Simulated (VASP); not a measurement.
# CuSi16 (a cell with a defect) in VASP: single point with PBE

Aim: the single point of CuSi16 (a cell with a defect) with PBE.

Program: VASP 6.6.1. These are calculated values, not measurements. Logs are shortened: lines on timing, memory, paths and dates and some standing lists are left out, and cuts for length are marked.

**1. The cell of the first run**

The cell holds a defect, 17 atoms: a = 7.679 Å, b = 7.679 Å, c = 7.679 Å, α = 60.00°, β = 60.00°, γ = 60.00°.

**2. Single point, PBE**

INCAR reads:

```
SYSTEM = CuSi16
PREC = Accurate ; ENCUT = 520
EDIFF = 1E-6 ; ISMEAR = 0
SIGMA = 0.05 ; LREAL = Auto
LASPH = .True. ; NELM = 80
ALGO = Normal ; ISIF = 2
LWAVE = .False. ; LCHARG = .True.
GGA = PE ; LELF = .True.
LVHAR = .True. ; NELECT = 74.0
NBANDS = 52
```

KPOINTS reads:

```
regular mesh
0
Gamma
  2 2 2
  0 0 0
```

POSCAR reads:

```
CuSi16
1.0
    0.0000000000      5.4300000000      5.4300000000
    5.4300000000      0.0000000000      5.4300000000
    5.4300000000      5.4300000000      0.0000000000
Si Cu
16 1
Direct
    0.0081118785      0.0210448435     -0.0360879374
    0.1242780847      0.1141145488      0.1235775322
   -0.0014067219     -0.0015487109      0.4944776243
    0.1353177716      0.1380374770      0.5915593923
   -0.0128319521      0.5111452118      0.0014087477
    0.1150965009      0.6495449355      0.1204149171
   -0.0004641805      0.5102660221      0.4915065378
    0.1174454880      0.6259902394      0.6305303867
    0.5103182320     -0.0248931860      0.0052589319
    0.6389925414      0.1137492634      0.1234094843
    0.5088482505     -0.0011480663      0.4942342541
    0.6256579190      0.1147588398      0.6342024862
    0.5009830571      0.5107556169      0.0012539595
    0.6179038674      0.6035156538      0.1606243094
    0.4905987109      0.4868195212      0.5328788214
    0.6266368324      0.6263863720      0.6303029466
    0.3138523020      0.3127681400      1.0600453039
```

Potentials or basis: VASP PAW PBE potentials, release 64 (Si, Cu).

Started as:

```sh
$ cat potpaw_PBE.64/Si/POTCAR potpaw_PBE.64/Cu/POTCAR > POTCAR
$ mpirun -np 1 vasp_std > vasp.out
```

OUTCAR:

```text
SYSTEM = CuSi16
   PREC = Accurate
   ENCUT = 520
   EDIFF = 1E-6
   ISMEAR = 0
   LREAL = Auto
   LASPH = .True.
   NELM = 80
   ISIF = 2
   GGA = PE
   NELECT = 74.0

 ion  position               nearest neighbor table
   1  0.008  0.021  0.964-   2 2.33  10 2.33   4 2.34   6 2.34
   2  0.124  0.114  0.124-   3 2.33   1 2.33  17 2.33   9 2.42   5 2.49
   3  0.999  0.998  0.494-   2 2.33   8 2.34  12 2.34   4 2.35
   4  0.135  0.138  0.592-   1 2.34   7 2.34   3 2.35  11 2.35
   5  0.987  0.511  0.001-   8 2.33  14 2.33  17 2.33   6 2.42   2 2.49
   6  0.115  0.650  0.120-   7 2.33   1 2.34  17 2.40   5 2.42  13 2.42
   7  1.000  0.510  0.492-   6 2.33   8 2.34   4 2.34  16 2.34
   8  0.117  0.626  0.631-   5 2.33   3 2.34   7 2.34  15 2.35
   9  0.510  0.975  0.005-  12 2.33  14 2.34  17 2.39  10 2.42   2 2.42
  10  0.639  0.114  0.123-  11 2.33   1 2.33  17 2.34   9 2.42  13 2.49
  11  0.509  0.999  0.494-  10 2.33  16 2.34  12 2.34   4 2.35
  12  0.626  0.115  0.634-   9 2.33  15 2.34  11 2.34   3 2.34
  13  0.501  0.511  0.001-  16 2.33  14 2.33  17 2.33   6 2.42  10 2.49
  14  0.618  0.604  0.161-  13 2.33   5 2.33  15 2.33   9 2.34
  15  0.491  0.487  0.533-  14 2.33  12 2.34  16 2.35   8 2.35
  16  0.627  0.626  0.630-  13 2.33  11 2.34   7 2.34  15 2.35
  17  0.314  0.313  0.060-  13 2.33   5 2.33   2 2.33  10 2.34   9 2.39   6 2.40

  LATTYP: Found a face centered cubic cell.
 ALAT       =    10.8600000000

  Lattice vectors:

 A1 = (   0.0000000000,   5.4300000000,   5.4300000000)
 A2 = (   5.4300000000,   0.0000000000,   5.4300000000)
 A3 = (   5.4300000000,   5.4300000000,   0.0000000000)

Analysis of symmetry for initial positions (statically):
=====================================================================
 Subroutine PRICEL returns:
 Original cell was already a primitive cell.

 Routine SETGRP: Setting up the symmetry group for a
 face centered cubic supercell.

 Subroutine GETGRP returns: Found  1 space group operations
 (whereof  1 operations were pure point group operations)
 out of a pool of 48 trial point group operations.

The static configuration has the point symmetry C_1 .

Analysis of symmetry for dynamics (positions and initial velocities):
=====================================================================
 Subroutine PRICEL returns:
 Original cell was already a primitive cell.

 Routine SETGRP: Setting up the symmetry group for a
 face centered cubic supercell.

 Subroutine GETGRP returns: Found  1 space group operations
 (whereof  1 operations were pure point group operations)
 out of a pool of 48 trial point group operations.

The dynamic configuration has the point symmetry C_1 .

 Subroutine INISYM returns: Found  1 space group operations
 (whereof  1 operations are pure point group operations),
 and found     1 'primitive' translations

----------------------------------------------------------------------------------------

                                     Primitive cell

  volume of cell :     320.2060

  direct lattice vectors                    reciprocal lattice vectors
     0.000000000  5.430000000  5.430000000    -0.092081031  0.092081031  0.092081031
     5.430000000  0.000000000  5.430000000     0.092081031 -0.092081031  0.092081031
     5.430000000  5.430000000  0.000000000     0.092081031  0.092081031 -0.092081031

  length of vectors
     7.679179644  7.679179644  7.679179644     0.159489025  0.159489025  0.159489025

  position of ions in fractional coordinates (direct lattice)
     0.008111879  0.021044844  0.963912063
     0.124278085  0.114114549  0.123577532
     0.998593278  0.998451289  0.494477624
     0.135317772  0.138037477  0.591559392
     0.987168048  0.511145212  0.001408748
     0.115096501  0.649544936  0.120414917
[... 9 lines left out ...]
     0.626636832  0.626386372  0.630302947
     0.313852302  0.312768140  0.060045304

  ion indices of the primitive-cell ions
   primitive index   ion index
                 1           1
                 2           2
                 3           3
                 4           4
                 5           5
                 6           6
[... 9 lines left out ...]
                16          16
                17          17

----------------------------------------------------------------------------------------

 KPOINTS: regular mesh

Automatic generation of k-mesh.
 Grid dimensions read from file:
 generate k-points for:    2    2    2

 Generating k-lattice:

  Cartesian coordinates                     Fractional coordinates (reciprocal lattice)
    -0.046040516  0.046040516  0.046040516     0.500000000  0.000000000  0.000000000
     0.046040516 -0.046040516  0.046040516     0.000000000  0.500000000  0.000000000
     0.046040516  0.046040516 -0.046040516     0.000000000  0.000000000  0.500000000

  Length of vectors
     0.079744512  0.079744512  0.079744512

  Shift w.r.t. Gamma in fractional coordinates (k-lattice)
     0.000000000  0.000000000  0.000000000

 Subroutine IBZKPT returns following result:
 ===========================================

 Found      8 irreducible k-points:

 Following reciprocal coordinates:
            Coordinates               Weight
  0.000000  0.000000  0.000000      1.000000
  0.500000  0.000000  0.000000      1.000000
  0.000000  0.500000  0.000000      1.000000
  0.000000  0.000000  0.500000      1.000000
  0.500000  0.500000  0.500000      1.000000
  0.500000  0.500000  0.000000      1.000000
  0.000000  0.500000  0.500000      1.000000
  0.500000  0.000000  0.500000      1.000000
   k-points           NKPTS =      8   k-points in BZ     NKDIM =      8   number of bands    NBANDS=     52
   number of dos      NEDOS =    301   number of ions     NIONS =     17
   total plane-waves  NPLWV = 216000
   dimension x,y,z NGX =    60 NGY =   60 NGZ =   60
   dimension x,y,z NGXF=   120 NGYF=  120 NGZF=  120
   ions per type =              16   1
   NGX,Y,Z   is equivalent  to a cutoff of  12.99, 12.99, 12.99 a.u.
   NGXF,Y,Z  is equivalent  to a cutoff of  25.98, 25.98, 25.98 a.u.
 SYSTEM =  CuSi16
   PREC   = accura    normal or accurate (medium, high low for compatibility)
   ISTART =      0    job   : 0-new  1-cont  2-samecut
   ICHARG =      2    charge: 1-file 2-atom 10-const
   ISPIN  =      1    spin polarized calculation?
   LNONCOLLINEAR =      F non collinear calculations
   LSORBIT =      F    spin-orbit coupling
   LASPH  =      T    aspherical Exc in radial PAW
   ENCUT  =  520.0 eV  38.22 Ry    6.18 a.u.  14.28 14.28 14.28*2*pi/ulx,y,z
   NELM   =     80;   NELMIN=  2; NELMDL= -5     # of ELM steps
   EDIFF  = 0.1E-05   stopping-criterion for ELM
   LREAL  =      T    real-space projection
   EDIFFG = 0.1E-04   stopping-criterion for IOM
   NSW    =      0    number of steps for IOM
[... 5 lines left out ...]
   TEBEG  =    0.0;   TEEND  =   0.0 temperature during run
   PSTRESS=    0.0 pullay stress
   NELECT =      74.0000    total number of electrons
   NUPDOWN=      -1.0000    fix difference up-down
   EMIN   =  10.00;   EMAX   =-10.00  energy-range for DOS
   EFERMI =   0.00;   METHOD = LEGACY
   ISMEAR =     0;   SIGMA  =   0.05  broadening in eV -4-tet -1-fermi 0-gaus
   EFERMI_NEDOS =   21; number of points for ismear=-14 and -15
   IALGO  =     38    algorithm
   IMIX   =      4    mixing-type and parameters
     AMIX     =   0.40;   BMIX     =  1.00
     AMIX_MAG =   1.60;   BMIX_MAG =  1.00
  volume/ion in A,a.u.               =      18.84       127.11
  Fermi-wavevector in a.u.,A,eV,Ry     =   1.004636  1.898488 13.732283  1.009294
  Thomas-Fermi vector in A             =   2.137265
   LORBIT       =      0    0 simple, 1 ext, 2 COOP (PROOUT), +10 PAW based schemes
   GGA     = PE    functional components
   LHFCALC =     F    Hartree Fock is set to
   AEXX    =    0.0000 exact exchange contribution
   IVDW    =     0    specifies the selected vdW correction
   LEPSILON=     F    determine dielectric tensor
   LRPA    =     F    only Hartree local field effects (RPA)
 non-spin polarized calculation
 Gauss-broadening in eV      SIGMA  =   0.05
  energy-cutoff  :      520.00
  volume of cell :      320.21
 maximum number of plane-waves:      8646
 NGX is ok and might be reduce to    60
   NGX = 29   NGY = 29   NGZ = 29

 number of electron      73.9999998 magnetization

 Free energy of the ion-electron system (eV)
  ---------------------------------------------------
  ext. energy  EPLUGINS =         0.00000000
  ---------------------------------------------------
  free energy    TOTEN  =       -94.15437175 eV

  energy without entropy =      -94.14683197  energy(sigma->0) =      -94.15060186

 E-fermi :   6.3604     XC(G=0):  -9.6152

 val. band max:        6.3509971604   @ k =   0.0000   0.0000   0.0000
 cond. band min:       6.3667921464   @ k =   0.0000   0.0000   0.0000
 fundamental gap:      0.0157949860
 Fermi energy:         6.3604412371

 k-point     1 :       0.0000    0.0000    0.0000
  band No.  band energies     occupation
      1      -5.9013      2.00000
      2      -3.5581      2.00000
      3      -3.5240      2.00000
      4      -3.4802      2.00000
      5      -3.4733      2.00000
      6      -1.9459      2.00000
[... 41 lines left out ...]
     48       8.4023      0.00000
     49       8.5155      0.00000

 k-point     2 :       0.5000    0.0000    0.0000
  band No.  band energies     occupation
      1      -5.1859      2.00000
      2      -4.9909      2.00000
      3      -3.3229      2.00000
      4      -3.2480      2.00000
      5      -3.1135      2.00000
      6      -3.1027      2.00000
[... 41 lines left out ...]
     48       9.8320      0.00000
     49       9.9147      0.00000

 k-point     3 :       0.0000    0.5000    0.0000
  band No.  band energies     occupation
      1      -5.1712      2.00000
      2      -5.0137      2.00000
      3      -3.3327      2.00000
      4      -3.1915      2.00000
      5      -3.1100      2.00000
      6      -3.0954      2.00000
[... 41 lines left out ...]
     48       9.8136      0.00000
     49       9.8902      0.00000

 k-point     4 :       0.0000    0.0000    0.5000
  band No.  band energies     occupation
      1      -5.2806      2.00000
      2      -4.8937      2.00000
      3      -3.2378      2.00000
      4      -3.1647      2.00000
      5      -3.1571      2.00000
      6      -3.1172      2.00000
[... 41 lines left out ...]
     48       9.6856      0.00000
     49       9.8342      0.00000

 k-point     5 :       0.5000    0.5000    0.5000
  band No.  band energies     occupation
      1      -5.1861      2.00000
      2      -4.9902      2.00000
      3      -3.3227      2.00000
      4      -3.2493      2.00000
      5      -3.1137      2.00000
      6      -3.1034      2.00000
[... 41 lines left out ...]
     48       9.8343      0.00000
     49       9.9164      0.00000

 k-point     6 :       0.5000    0.5000    0.0000
  band No.  band energies     occupation
      1      -4.9456      2.00000
      2      -4.7048      2.00000
      3      -3.9170      2.00000
      4      -3.7876      2.00000
      5      -3.7444      2.00000
      6      -3.7389      2.00000
[... 41 lines left out ...]
     48      10.4372      0.00000
     49      10.4654      0.00000

 k-point     7 :       0.0000    0.5000    0.5000
  band No.  band energies     occupation
      1      -4.9275      2.00000
      2      -4.7298      2.00000
      3      -3.9229      2.00000
      4      -3.7715      2.00000
      5      -3.7603      2.00000
      6      -3.7203      2.00000
[... 41 lines left out ...]
     48      10.3895      0.00000
     49      10.4827      0.00000

 k-point     8 :       0.5000    0.0000    0.5000
  band No.  band energies     occupation
      1      -4.9449      2.00000
      2      -4.7058      2.00000
      3      -3.9175      2.00000
      4      -3.7873      2.00000
      5      -3.7438      2.00000
      6      -3.7389      2.00000
[... 41 lines left out ...]
     48      10.4406      0.00000
     49      10.4628      0.00000
 [bands above 49 left out]

------------------------ aborting loop because EDIFF is reached ----------------------------------------

  FORCE on cell =-STRESS in cart. coord.  units (eV):
  Direction    XX          YY          ZZ          XY          YZ          ZX
  --------------------------------------------------------------------------------------
  -------------------------------------------------------------------------------------
  Total       -1.3457844     -0.7266109     -0.7001987      0.5997666     -0.1211444     -0.4665229
  in kB       -6.7337436     -3.6356577     -3.5035024      3.0009820     -0.6061562     -2.3342861
  external PRESSURE =      -4.6243012 kB  Pullay stress =       0.0000000 kB

 VOLUME and BASIS-vectors are now :
 -----------------------------------------------------------------------------
  energy-cutoff  :      520.00
  volume of cell :      320.21
      direct lattice vectors                 reciprocal lattice vectors
     0.000000000  5.430000000  5.430000000    -0.092081031  0.092081031  0.092081031
     5.430000000  0.000000000  5.430000000     0.092081031 -0.092081031  0.092081031
     5.430000000  5.430000000  0.000000000     0.092081031  0.092081031 -0.092081031

 POSITION                                       TOTAL-FORCE (eV/Angst)
 -----------------------------------------------------------------------------------
      5.34832      5.27809      0.15832        -0.049182      0.007251     -0.000176
      1.29067      1.34586      1.29447         0.032903     -0.107231     -0.040179
      8.10660      8.10738     10.84395         0.036447     -0.003196      0.011017
      3.96171      3.94694      1.48432        -0.065322      0.036221     -0.043229
      2.78317      5.36797      8.13584        -0.021859     -0.033371     -0.103928
      4.18088      1.27883      4.15200        -0.030644     -0.004625     -0.012125
[... 9 lines left out ...]
      6.82382      6.82518      6.80392        -0.032360      0.003807     -0.011349
      2.02438      2.03026      3.40255        -0.008677     -0.016002      0.017914
 -----------------------------------------------------------------------------------
    total drift:                               -0.003126      0.000617      0.001363

  FREE ENERGIE OF THE ION-ELECTRON SYSTEM (eV)
  ---------------------------------------------------
  free  energy   TOTEN  =       -94.1543717505 eV

  energy  without entropy=      -94.1468319714  energy(sigma->0) =      -94.15060186
```

Run time: 4.5 min. Hardware: 1 thread of Intel Xeon 6975P-C (Granite Rapids), shared host; peak memory 0.48 GiB.

What came out:

```
Free energy   : -94.1544 eV
Largest force : 0.122 eV/Å
```

Forces in eV/Å, atoms in the order of the input:
```
Si  -0.049  0.007  0.000
Si   0.033 -0.107 -0.040
Si   0.036 -0.003  0.011
Si  -0.065  0.036 -0.043
Si  -0.022 -0.033 -0.104
Si  -0.031 -0.005 -0.012
Si   0.068 -0.022  0.028
Si  -0.037  0.010 -0.007
Si   0.033  0.009  0.008
Si   0.023  0.039  0.099
Si   0.039 -0.011  0.006
Si  -0.073  0.022 -0.028
Si  -0.030  0.113  0.034
Si   0.048 -0.004 -0.004
Si   0.067 -0.038  0.046
Si  -0.032  0.004 -0.011
Cu  -0.009 -0.016  0.018
```

Caveat: the k points lie up to 0.50 Å⁻¹ apart; the cell carries a net charge on a neutralising background, which shifts energy and pressure; the cell is charged against a uniform background, so pressure and absolute levels hang on convention.
